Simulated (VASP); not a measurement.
A run of VASP 6.6.1 is set up as follows.

File INCAR:

```
ALGO = Normal ; EDIFF = 1E-6
ENCUT = 520 ; GGA = RP
ISIF = 2 ; ISMEAR = -1
IVDW = 13 ; LASPH = T
LCHARG = F ; LREAL = F
LWAVE = F ; NBANDS = 11
NELM = 80 ; PREC = Accurate
SIGMA = 0.05
```

The input KPOINTS:

```
k-points
0
Gamma
  8 8 8
```

POSCAR

```
BeTe
1.0
    0.0000000000      2.7134535211      2.7134535211
    2.7134535211      0.0000000000      2.7134535211
    2.7134535211      2.7134535211      0.0000000000
Te Be
1 1
Direct
    0.7500000000      0.7500000000      0.7500000000
    0.0000000000      0.0000000000      0.0000000000
```

Potentials or basis: VASP PAW PBE potentials, release 64 (Te, Be).

Launch:

```bash
$ cat potpaw_PBE.64/Te/POTCAR potpaw_PBE.64/Be/POTCAR > POTCAR
$ mpirun -np 1 vasp_std > vasp.out
```

Predict the band gap on the k mesh.

1.75 eV, indirect (least direct gap 3.51 eV).

What does it give for the pressure?

5.5 GPa.

Estimate the dispersion energy per atom.

-0.691 eV.

Caveat: the PAW data sets were made with another functional, which shifts forces and pressure a little; spin-orbit coupling is left out, which moves the levels of the heavy elements. A k mesh can miss the band edges.
